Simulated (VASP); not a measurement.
MgCd2Se3:

```
Mg Cd Se
1.0
    -2.06651    2.06651    8.76746
     2.06651   -2.06651    8.76746
     2.06651    2.06651   -8.76746
Mg Cd Se
1 2 3
Direct
  0.50000 0.50000 0.00000
  0.83333 0.83333 0.00000
  0.16667 0.16667 0.00000
  0.00000 0.00000 0.00000
  0.66667 0.66667 0.00000
  0.33333 0.33333 0.00000
```

| Quantity | Value |
| --- | --- |
| Program | VASP 6.6.1 |
| Task | relaxation of cell and atoms |
| Functional | PBE |
| Potentials or basis | VASP PAW PBE potentials, release 64 (Mg, Cd, Se) |
| Cutoff | 600 eV |
| k mesh | 6 × 6 × 6 |
| Occupations | gaussian, width 0.1 eV |
| Spin | no spin polarisation |

At the start: pressure -4.3 GPa; volume 24.96 Å³/atom.

Task: Where does the relaxation end?

Result: Over 5 steps the energy falls by 32.3 meV/atom and the volume is 22.86 Å³/atom (-8.4 %); space group I4/mmm (No. 139, to 0.1 Å) before and after.

The path:
| step | energy change (eV) | largest force (eV/Å) | pressure (GPa) | volume (Å³) |
| --- | --- | --- | --- | --- |
| 1 | 0.0000 | 0.2009 | -4.29 | 149.76 |
| 2 | -0.1797 | 0.2422 | 0.77 | 135.75 |
| 3 | -0.1831 | 0.2370 | 0.06 | 137.27 |
| 4 | -0.1878 | 0.1783 | 0.06 | 137.25 |
| 5 | -0.1940 | 0.0156 | 0.06 | 137.16 |

Final structure:
```
Mg Cd Se
1.0
    -2.00554    2.00554    8.52545
     2.00554   -2.00554    8.52545
     2.00554    2.00554   -8.52545
Mg Cd Se
1 2 3
Direct
  0.50000 0.50000 0.00000
  0.83361 0.83361 0.00000
  0.16639 0.16639 0.00000
  0.00000 0.00000 0.00000
  0.66353 0.66353 0.00000
  0.33647 0.33647 0.00000
```
